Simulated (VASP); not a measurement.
Wanted: the native input for a VASP 6.6.1 run.

- Task: single point
- Functional: r2SCAN
- Potentials or basis: VASP PAW PBE potentials, release 64 (Al)
- Cutoff: 520 eV
- k mesh: 22 × 22 × 22
- Occupations: gaussian, width 0.15 eV
- Spin: no spin polarisation
- Dipole correction: no
- Further INCAR settings: ALGO = Normal; EDIFF = 1e-07; NBANDS = 8

The system is Al.

```
CELL_PARAMETERS angstrom
0.00000 2.13665 1.81615
2.13665 0.00000 1.81615
2.13665 2.13665 0.00000
ATOMIC_POSITIONS crystal
Al 0.00000 0.00000 0.00000
```

This cell differs from its parent crystal: ratio of the length along z to the lengths across it x 0.85, volume and fractional coordinates fixed.

The input as run:

POSCAR

```
Al
1.0
    0.0000000000      2.1366492832      1.8161518907
    2.1366492832      0.0000000000      1.8161518907
    2.1366492832      2.1366492832      0.0000000000
Al
1
Direct
    0.0000000000      0.0000000000      0.0000000000
```

INCAR.step1

```
  PREC = Accurate
  ENCUT = 520
  ISMEAR = 0
  SIGMA = 0.15
  LREAL = False
  LASPH = True
  NELM = 100
  NBANDS = 8
  GGA = PE
  ALGO = Normal
  EDIFF = 1E-4
  LWAVE = True
  LCHARG = False
```

INCAR.step2

```
  PREC = Accurate
  ENCUT = 520
  EDIFF = 1E-7
  ISMEAR = 0
  SIGMA = 0.15
  LREAL = False
  LASPH = True
  NELM = 100
  ALGO = Normal
  ISIF = 2
  LWAVE = False
  LCHARG = False
  METAGGA = R2SCAN
  LMIXTAU = True
  NBANDS = 8
  ISTART = 1
```

KPOINTS

```
regular mesh
0
Gamma
  22 22 22
```

Potentials or basis: VASP PAW PBE potentials, release 64 (Al).

Run with:

```console
$ cat potpaw_PBE.64/Al/POTCAR > POTCAR
$ cp INCAR.step1 INCAR
$ mpirun -np 1 vasp_std > vasp.out
$ cp INCAR.step2 INCAR
$ mpirun -np 1 vasp_std > vasp.out
```

Results of the run:

The pressure is -2.6 GPa and the band gap on the k mesh is zero (an odd number of electrons rules out a gap without spin polarisation).

Caveat: the stress differs along the axes, from -5 to 3 GPa; the PAW data sets were made with another functional, which shifts forces and pressure a little.

Wall time 2.9 min on 1 thread of Intel(R) Xeon(R) Platinum 8559C (Emerald Rapids), with other jobs on the host, peak memory 0.21 GiB.
